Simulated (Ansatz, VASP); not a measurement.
## SnTe: VASP beside Ansatz

```
CELL_PARAMETERS angstrom
0.13032 3.22397 3.22397
3.22397 0.13032 3.22397
3.22397 3.22397 0.13032
ATOMIC_POSITIONS crystal
Sn 0.00000 0.00000 0.00000
Te 0.50000 0.50000 0.50000
```

Change from the starting cell: epitaxial_111 strain -3.0%.

Alike in both runs: task single point; functional r2SCAN; k mesh 8 × 8 × 8; occupations fermi-dirac, width 0.02 eV; non-collinear spin, spin-orbit coupling.

|  | VASP | Ansatz |
| --- | --- | --- |
| version | VASP 6.6.1 | Ansatz 0.2.0 |
| potentials or method | VASP PAW PBE potentials, release 64 (Sn_d, Te) | plane waves, PAW |
| plane-wave cutoff (eV) | 520 | 500 |
| valence electrons in the cell | 20 | 30 |

|  | VASP | Ansatz | Ansatz less VASP |
| --- | --- | --- | --- |
| pressure (GPa) | 1.2 | 1.2 | -0.02 |
| traceless stress, the component that is largest in VASP (GPa) | -0.72 | -0.72 | -0.002 |

VASP's potentials were made for PBE, not for r2SCAN. VASP's potentials hold 20 valence electrons a cell and Ansatz's 30, so a difference there can come from the potentials and not from the codes.
